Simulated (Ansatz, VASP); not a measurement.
# HfN in VASP and in Ansatz

File POSCAR:

```
HfN
1.0
    2.6177663832      0.0000000000      0.0000000000
    0.0000000000      2.6177663832      0.0000000000
    0.0000000000      0.0000000000      3.4311437951
Hf N
1 1
Direct
    0.5000000000      0.5000000000      0.5000000000
    0.0000000000      0.0000000000      0.0000000000
```

The input INCAR.step1:

```
PREC = Accurate
ENCUT = 600
ISMEAR = 0
SIGMA = 0.1
LREAL = F
LASPH = T
NELM = 100
GGA = PE
ALGO = Normal
EDIFF = 1E-4
LWAVE = T
LCHARG = F
KPAR = 4
```

File INCAR.step2:

```
PREC = Accurate
ENCUT = 600
EDIFF = 1E-7
ISMEAR = 0
SIGMA = 0.1
LREAL = F
LASPH = T
NELM = 100
ALGO = Normal
ISIF = 3
LWAVE = F
LCHARG = F
METAGGA = R2SCAN
LMIXTAU = T
IBRION = 2
NSW = 100
EDIFFG = -0.01
ISTART = 1
KPAR = 4
```

File KPOINTS:

```
regular mesh
0
Gamma
  22 22 16
```

Input for Ansatz:

```yaml
crystal:
  lattice:
    - [2.6177663832, 0.0, 0.0]
    - [0.0, 2.6177663832, 0.0]
    - [0.0, 0.0, 3.4311437951]
  atoms:
    - { symbol: Hf, position: [0.5, 0.5, 0.5] }
    - { symbol: "N", position: [0.0, 0.0, 0.0] }
basis:
  ecutwfc: 500
kpoints:
  mp_grid: { grid: [22, 22, 16] }
hamiltonian:
  xc: r2scan
scf:
  occupations: { method: gaussian, width: 0.1 }
output:
  forces: true
  stress: true
  eigenvalues: true
relax:
  adjacent_minimum: "off"
  f_tol: 0.01
  max_steps: 80
  cell: { stress_tol: 0.05 }
```

Alike in both runs: task relaxation of cell and atoms; functional r2SCAN; k mesh 22 × 22 × 16; occupations gaussian, width 0.1 eV; no spin polarisation.

```csv
,VASP,Ansatz
version,VASP 6.6.1,Ansatz 0.2.0
potentials or method,"VASP PAW PBE potentials, release 64 (Hf_pv, N), cutoff 600 eV","scalar-relativistic, plane waves, PAW"
valence electrons in the cell,15,31
```

```tsv
	VASP	Ansatz	Ansatz less VASP
gap on the k mesh at the Fermi level, each at its own relaxed structure (eV)	none	none	-
relaxed volume (Å³/atom)	10.91	11.03	+0.117
relaxed length of the cell vector where the two differ most in proportion (Å)	2.795	2.805	+0.0101
```

VASP's potentials were made for PBE, not for r2SCAN. A gap of «none» marks a metal or a gap that the smearing closes. VASP's potentials hold 15 valence electrons a cell and Ansatz's 31, so a difference there can come from the potentials and not from the codes.

Neither program's run includes spin-orbit coupling.
